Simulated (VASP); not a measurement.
Crystal: TePb.

```
Pb Te
1.0
     4.00229    0.00000    0.00000
     0.00000    4.00229    0.00000
     0.00000    0.00000    4.00229
Pb Te
1 1
Cartesian
  0.0000 0.0000 0.0000
  2.0011 2.0011 2.0011
```

- Program: VASP 6.6.1
- Task: relaxation of cell and atoms
- Functional: LDA
- Potentials or basis: VASP PAW LDA potentials, release 64 (Pb_d, Te)
- Cutoff: 600 eV
- k mesh: 7 × 7 × 7
- Occupations: fermi-dirac, width 0.05 eV
- Spin: no spin polarisation

At the start: pressure -3.9 GPa; volume 32.05 Å³/atom.

Problem. How do energy, volume and symmetry change on relaxing?

Solution. Over 3 steps the energy falls by 37.8 meV/atom and the volume is 29.16 Å³/atom (-9.0 %); space group Pm-3m (No. 221, to 0.05 Å).

Step by step:
| step | energy change (eV) | largest force (eV/Å) | pressure (GPa) | volume (Å³) |
| --- | --- | --- | --- | --- |
| 1 | 0.0000 | 0.0000 | -3.90 | 64.11 |
| 2 | -0.0717 | 0.0000 | 1.04 | 57.14 |
| 3 | -0.0755 | 0.0000 | -0.01 | 58.31 |

Final structure:
```yaml
crystal:
  lattice:
    - [3.87779, 0.00000, 0.00000]
    - [0.00000, 3.87779, 0.00000]
    - [0.00000, 0.00000, 3.87779]
  atoms:
    - { symbol: Pb, position: [0.00000, 0.00000, 0.00000] }
    - { symbol: Te, position: [0.50000, 0.50000, 0.50000] }
```
